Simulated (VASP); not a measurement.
# LiBe (Pm-3m) in VASP: single point with PBE

Aim: the single point of LiBe with PBE.

All numbers are computed with VASP 6.6.1; they aren't measurements. Logs are shortened: lines on timing, memory, paths and dates and some standing lists are left out, and cuts for length are marked.

## (1) The cell of the first run

Symmetry: Pm-3m, No. 221, cubic system. Conventional cell: a = 2.811 Å, b = 2.811 Å, c = 2.811 Å, α = 90.00°, β = 90.00°, γ = 90.00°. Li (site symmetry m-3m) has 8 Be at 2.43 Å and 6 Li at 2.81 Å within 3.2 Å. Be (site symmetry m-3m) has 8 Li at 2.43 Å and 6 Be at 2.81 Å within 3.2 Å.

## (2) Single point, PBE

Input file INCAR:

```
SYSTEM = LiBe
ALGO     = Normal         ! electronic algorithm
EDIFF    = 1E-6           ! SCF threshold, eV
ENCUT    = 750            ! plane-wave cutoff, eV
GGA      = PE             ! functional
GGA_COMPAT= .False.      
ISIF     = 2              ! what is computed and relaxed
ISMEAR   = -1             ! smearing method
LASPH    = .True.         ! aspherical terms in the spheres
LCHARG   = .True.         ! write CHGCAR
LELF     = .True.         ! ELF
LREAL    = .False.        ! projectors in reciprocal space
LVHAR    = .True.       
LWAVE    = .False.        ! write WAVECAR
NBANDS   = 34             ! bands
NELM     = 120            ! most SCF steps
PREC     = Accurate       ! precision mode
SIGMA    = 0.15           ! smearing width, eV
```

Input file KPOINTS:

```
k-points
0
Gamma
  3 3 3
  0 0 0
```

Input file POSCAR:

```
LiBe
1.0
    5.6223060000      0.0000000000      0.0000000000
    0.0000000000      5.6223060000      0.0000000000
    0.0000000000      0.0000000000      5.6223060000
Li Be
8 8
Direct
    0.0000000000      0.0000000000      0.0000000000
    0.0000000000      0.0000000000      0.5000000000
    0.0000000000      0.5000000000      0.0000000000
    0.0000000000      0.5000000000      0.5000000000
    0.5000000000      0.0000000000      0.0000000000
    0.5000000000      0.0000000000      0.5000000000
    0.5000000000      0.5000000000      0.0000000000
    0.5000000000      0.5000000000      0.5000000000
    0.2500000000      0.2500000000      0.2500000000
    0.2500000000      0.2500000000      0.7500000000
    0.2500000000      0.7500000000      0.2500000000
    0.2500000000      0.7500000000      0.7500000000
    0.7500000000      0.2500000000      0.2500000000
    0.7500000000      0.2500000000      0.7500000000
    0.7500000000      0.7500000000      0.2500000000
    0.7500000000      0.7500000000      0.7500000000
```

Potentials or basis: VASP PAW PBE potentials, release 64 (Li_sv, Be).

On the command line:

```sh
> cat potpaw_PBE.64/Li_sv/POTCAR potpaw_PBE.64/Be/POTCAR > POTCAR
> mpirun -np 1 vasp_std > vasp.out
```

OUTCAR:

```text
SYSTEM = LiBe
   EDIFF = 1E-6
   ENCUT = 750
   GGA = PE
   ISIF = 2
   ISMEAR = -1
   LASPH = .True.
   LREAL = .False.
   NELM = 120
   PREC = Accurate

 ion  position               nearest neighbor table
   1  0.000  0.000  0.000-   9 2.43  10 2.43  11 2.43  12 2.43  13 2.43  14 2.43  15 2.43  16 2.43

   2  0.000  0.000  0.500-   9 2.43  10 2.43  11 2.43  12 2.43  13 2.43  14 2.43  15 2.43  16 2.43

   3  0.000  0.500  0.000-   9 2.43  10 2.43  11 2.43  12 2.43  13 2.43  14 2.43  15 2.43  16 2.43

   4  0.000  0.500  0.500-   9 2.43  10 2.43  11 2.43  12 2.43  13 2.43  14 2.43  15 2.43  16 2.43

   5  0.500  0.000  0.000-   9 2.43  10 2.43  11 2.43  12 2.43  13 2.43  14 2.43  15 2.43  16 2.43

   6  0.500  0.000  0.500-   9 2.43  10 2.43  11 2.43  12 2.43  13 2.43  14 2.43  15 2.43  16 2.43

   7  0.500  0.500  0.000-   9 2.43  10 2.43  11 2.43  12 2.43  13 2.43  14 2.43  15 2.43  16 2.43

   8  0.500  0.500  0.500-   9 2.43  10 2.43  11 2.43  12 2.43  13 2.43  14 2.43  15 2.43  16 2.43

   9  0.250  0.250  0.250-   1 2.43   2 2.43   3 2.43   4 2.43   5 2.43   6 2.43   7 2.43   8 2.43

  10  0.250  0.250  0.750-   1 2.43   2 2.43   3 2.43   4 2.43   5 2.43   6 2.43   7 2.43   8 2.43

  11  0.250  0.750  0.250-   1 2.43   2 2.43   3 2.43   4 2.43   5 2.43   6 2.43   7 2.43   8 2.43

  12  0.250  0.750  0.750-   1 2.43   2 2.43   3 2.43   4 2.43   5 2.43   6 2.43   7 2.43   8 2.43

  13  0.750  0.250  0.250-   1 2.43   2 2.43   3 2.43   4 2.43   5 2.43   6 2.43   7 2.43   8 2.43

  14  0.750  0.250  0.750-   1 2.43   2 2.43   3 2.43   4 2.43   5 2.43   6 2.43   7 2.43   8 2.43

  15  0.750  0.750  0.250-   1 2.43   2 2.43   3 2.43   4 2.43   5 2.43   6 2.43   7 2.43   8 2.43

  16  0.750  0.750  0.750-   1 2.43   2 2.43   3 2.43   4 2.43   5 2.43   6 2.43   7 2.43   8 2.43

  LATTYP: Found a simple cubic cell.
 ALAT       =     5.6223060000

  Lattice vectors:

 A1 = (   5.6223060000,   0.0000000000,   0.0000000000)
 A2 = (   0.0000000000,   5.6223060000,   0.0000000000)
 A3 = (   0.0000000000,   0.0000000000,   5.6223060000)

Analysis of symmetry for initial positions (statically):
=====================================================================
 Subroutine PRICEL returns following result:

  LATTYP: Found a simple cubic cell.
 ALAT       =     2.8111530000

  Lattice vectors:

 A1 = (   2.8111530000,   0.0000000000,   0.0000000000)
 A2 = (   0.0000000000,   2.8111530000,   0.0000000000)
 A3 = (   0.0000000000,   0.0000000000,   2.8111530000)

   8 primitive cells build up your supercell.

 Routine SETGRP: Setting up the symmetry group for a
 simple cubic supercell.

 Subroutine GETGRP returns: Found 48 space group operations
 (whereof 48 operations were pure point group operations)
 out of a pool of 48 trial point group operations.

The static configuration has the point symmetry O_h .

Analysis of symmetry for dynamics (positions and initial velocities):
=====================================================================
 Subroutine PRICEL returns following result:

  LATTYP: Found a simple cubic cell.
 ALAT       =     2.8111530000

  Lattice vectors:

 A1 = (   2.8111530000,   0.0000000000,   0.0000000000)
 A2 = (   0.0000000000,   2.8111530000,   0.0000000000)
 A3 = (   0.0000000000,   0.0000000000,   2.8111530000)

   8 primitive cells build up your supercell.

 Routine SETGRP: Setting up the symmetry group for a
 simple cubic supercell.

 Subroutine GETGRP returns: Found 48 space group operations
 (whereof 48 operations were pure point group operations)
 out of a pool of 48 trial point group operations.

The dynamic configuration has the point symmetry O_h .

 Subroutine INISYM returns: Found 48 space group operations
 (whereof 48 operations are pure point group operations),
 and found     8 'primitive' translations

----------------------------------------------------------------------------------------

                                     Primitive cell

  volume of cell :      22.2154

  direct lattice vectors                    reciprocal lattice vectors
     2.811153000  0.000000000  0.000000000     0.355725925  0.000000000  0.000000000
     0.000000000  2.811153000  0.000000000     0.000000000  0.355725925  0.000000000
     0.000000000  0.000000000  2.811153000     0.000000000  0.000000000  0.355725925

  length of vectors
     2.811153000  2.811153000  2.811153000     0.355725925  0.355725925  0.355725925

  position of ions in fractional coordinates (direct lattice)
     0.000000000  0.000000000  0.000000000
     0.500000000  0.500000000  0.500000000

  ion indices of the primitive-cell ions
   primitive index   ion index
                 1           1
                 2           9

----------------------------------------------------------------------------------------

 KPOINTS: k-points

Automatic generation of k-mesh.
 Grid dimensions read from file:
 generate k-points for:    3    3    3

 Generating k-lattice:

  Cartesian coordinates                     Fractional coordinates (reciprocal lattice)
     0.059287654  0.000000000  0.000000000     0.333333333  0.000000000  0.000000000
     0.000000000  0.059287654  0.000000000     0.000000000  0.333333333  0.000000000
     0.000000000  0.000000000  0.059287654     0.000000000  0.000000000  0.333333333

  Length of vectors
     0.059287654  0.059287654  0.059287654

  Shift w.r.t. Gamma in fractional coordinates (k-lattice)
     0.000000000  0.000000000  0.000000000

 Subroutine IBZKPT returns following result:
 ===========================================

 Found      4 irreducible k-points:

 Following reciprocal coordinates:
            Coordinates               Weight
  0.000000  0.000000  0.000000      1.000000
  0.333333  0.000000  0.000000      6.000000
  0.333333  0.333333  0.000000     12.000000
  0.333333  0.333333  0.333333      8.000000
   k-points           NKPTS =      4   k-points in BZ     NKDIM =      4   number of bands    NBANDS=     34
   number of dos      NEDOS =    301   number of ions     NIONS =     16
   total plane-waves  NPLWV = 125000
   dimension x,y,z NGX =    50 NGY =   50 NGZ =   50
   dimension x,y,z NGXF=   100 NGYF=  100 NGZF=  100
   ions per type =               8   8
   NGX,Y,Z   is equivalent  to a cutoff of  14.78, 14.78, 14.78 a.u.
   NGXF,Y,Z  is equivalent  to a cutoff of  29.57, 29.57, 29.57 a.u.
 SYSTEM =  LiBe
   PREC   = accura    normal or accurate (medium, high low for compatibility)
   ISTART =      0    job   : 0-new  1-cont  2-samecut
   ICHARG =      2    charge: 1-file 2-atom 10-const
   ISPIN  =      1    spin polarized calculation?
   LNONCOLLINEAR =      F non collinear calculations
   LSORBIT =      F    spin-orbit coupling
   LASPH  =      T    aspherical Exc in radial PAW
   ENCUT  =  750.0 eV  55.12 Ry    7.42 a.u.  12.55 12.55 12.55*2*pi/ulx,y,z
   NELM   =    120;   NELMIN=  2; NELMDL= -5     # of ELM steps
   EDIFF  = 0.1E-05   stopping-criterion for ELM
   LREAL  =      F    real-space projection
   EDIFFG = 0.1E-04   stopping-criterion for IOM
   NSW    =      0    number of steps for IOM
   IBRION =     -1    ionic relax: 0-MD 1-quasi-New 2-CG
   NFREE  =      0    steps in history (QN), initial steepest desc. (CG)
   ISIF   =      2    stress and relaxation
   ISYM   =      2    0-nonsym 1-usesym 2-fastsym
   POTIM  = 0.5000    time-step for ionic-motion
   TEBEG  =    0.0;   TEEND  =   0.0 temperature during run
   PSTRESS=    0.0 pullay stress
   NELECT =      40.0000    total number of electrons
   NUPDOWN=      -1.0000    fix difference up-down
   EMIN   =  10.00;   EMAX   =-10.00  energy-range for DOS
   EFERMI =   0.00;   METHOD = LEGACY
   ISMEAR =    -1;   SIGMA  =   0.15  broadening in eV -4-tet -1-fermi 0-gaus
   EFERMI_NEDOS =   21; number of points for ismear=-14 and -15
   IALGO  =     38    algorithm
   IMIX   =      4    mixing-type and parameters
     AMIX     =   0.40;   BMIX     =  1.00
     AMIX_MAG =   1.60;   BMIX_MAG =  1.00
  volume/ion in A,a.u.               =      11.11        74.96
  Fermi-wavevector in a.u.,A,eV,Ry     =   0.995819  1.881825 13.492288  0.991655
  Thomas-Fermi vector in A             =   2.127865
   LORBIT       =      0    0 simple, 1 ext, 2 COOP (PROOUT), +10 PAW based schemes
   GGA     = PE    functional components
   LHFCALC =     F    Hartree Fock is set to
   AEXX    =    0.0000 exact exchange contribution
   IVDW    =     0    specifies the selected vdW correction
   LEPSILON=     F    determine dielectric tensor
   LRPA    =     F    only Hartree local field effects (RPA)
 non-spin polarized calculation
  energy-cutoff  :      750.00
  volume of cell :      177.72
 maximum number of plane-waves:      8305
 NGX is ok and might be reduce to    50
   NGX = 25   NGY = 25   NGZ = 25

 number of electron      39.9999950 magnetization

 Free energy of the ion-electron system (eV)
  ---------------------------------------------------
  ext. energy  EPLUGINS =         0.00000000
  ---------------------------------------------------
  free energy    TOTEN  =       -39.24060106 eV

  energy without entropy =      -38.63892557  energy(sigma->0) =      -38.93976331

 E-fermi :   3.0053     XC(G=0):  -9.1539

 val. band max:        2.9399345447   @ k =   0.3333   0.3333   0.0000
 cond. band min:       3.2399427642   @ k =   0.3333   0.3333   0.3333
 fundamental gap:      0.3000082195
 Fermi energy:         3.0052718691

 k-point     1 :       0.0000    0.0000    0.0000
  band No.  band energies     occupation
      1     -41.7510      2.00000
      2     -41.7316      2.00000
      3     -41.7316      2.00000
      4     -41.7316      2.00000
      5     -41.7133      2.00000
      6     -41.7133      2.00000
[... 24 lines left out ...]
     31       8.9597      0.00000
     32       9.0494      0.00000

 k-point     2 :       0.3333    0.0000    0.0000
  band No.  band energies     occupation
      1     -41.7462      2.00000
      2     -41.7365      2.00000
      3     -41.7270      2.00000
      4     -41.7270      2.00000
      5     -41.7179      2.00000
      6     -41.7179      2.00000
[... 24 lines left out ...]
     31       9.4885      0.00000
     32       9.4885      0.00000

 k-point     3 :       0.3333    0.3333    0.0000
  band No.  band energies     occupation
      1     -41.7414      2.00000
      2     -41.7318      2.00000
      3     -41.7318      2.00000
      4     -41.7226      2.00000
      5     -41.7225      2.00000
      6     -41.7136      2.00000
[... 24 lines left out ...]
     31       8.4153      0.00000
     32       8.9455      0.00000

 k-point     4 :       0.3333    0.3333    0.3333
  band No.  band energies     occupation
      1     -41.7367      2.00000
      2     -41.7273      2.00000
      3     -41.7273      2.00000
      4     -41.7273      2.00000
      5     -41.7182      2.00000
      6     -41.7182      2.00000
[... 24 lines left out ...]
     31       7.6434      0.00000
     32       7.6434      0.00000
 [bands above 32 left out]

------------------------ aborting loop because EDIFF is reached ----------------------------------------

  FORCE on cell =-STRESS in cart. coord.  units (eV):
  Direction    XX          YY          ZZ          XY          YZ          ZX
  --------------------------------------------------------------------------------------
  -------------------------------------------------------------------------------------
  Total        0.6628781      0.6628781      0.6628781      0.0000000     -0.0000000      0.0000000
  in kB        5.9758656      5.9758656      5.9758656      0.0000000     -0.0000000      0.0000000
  external PRESSURE =       5.9758656 kB  Pullay stress =       0.0000000 kB

 VOLUME and BASIS-vectors are now :
 -----------------------------------------------------------------------------
  energy-cutoff  :      750.00
  volume of cell :      177.72
      direct lattice vectors                 reciprocal lattice vectors
     5.622306000  0.000000000  0.000000000     0.177862962  0.000000000  0.000000000
     0.000000000  5.622306000  0.000000000     0.000000000  0.177862962  0.000000000
     0.000000000  0.000000000  5.622306000     0.000000000  0.000000000  0.177862962

 POSITION                                       TOTAL-FORCE (eV/Angst)
 -----------------------------------------------------------------------------------
      0.00000      0.00000      0.00000         0.000000      0.000000     -0.000000
      0.00000      0.00000      2.81115         0.000000     -0.000000     -0.000000
      0.00000      2.81115      0.00000        -0.000000      0.000000     -0.000000
      0.00000      2.81115      2.81115        -0.000000     -0.000000     -0.000000
      2.81115      0.00000      0.00000        -0.000000     -0.000000      0.000000
      2.81115      0.00000      2.81115         0.000000     -0.000000      0.000000
[... 8 lines left out ...]
      4.21673      4.21673      1.40558         0.000000     -0.000000      0.000000
      4.21673      4.21673      4.21673         0.000000     -0.000000      0.000000
 -----------------------------------------------------------------------------------
    total drift:                                0.000000      0.000000     -0.000000

  FREE ENERGIE OF THE ION-ELECTRON SYSTEM (eV)
  ---------------------------------------------------
  free  energy   TOTEN  =       -39.2406010594 eV

  energy  without entropy=      -38.6389255693  energy(sigma->0) =      -38.93976331
```

Run time: 1.8 min. Hardware: 1 thread of AMD EPYC 7R43 (Zen 3), shared host; peak memory 0.3 GiB.

Results:

```
Free energy            : -39.2406 eV
Pressure               : 0.6 GPa
Band gap on the k mesh : zero (bands 20 and 21 overlap by 1.50 eV)
```

Caveat: the k points lie up to 0.37 Å⁻¹ apart, too coarse for converged energies and pressures of a metal.
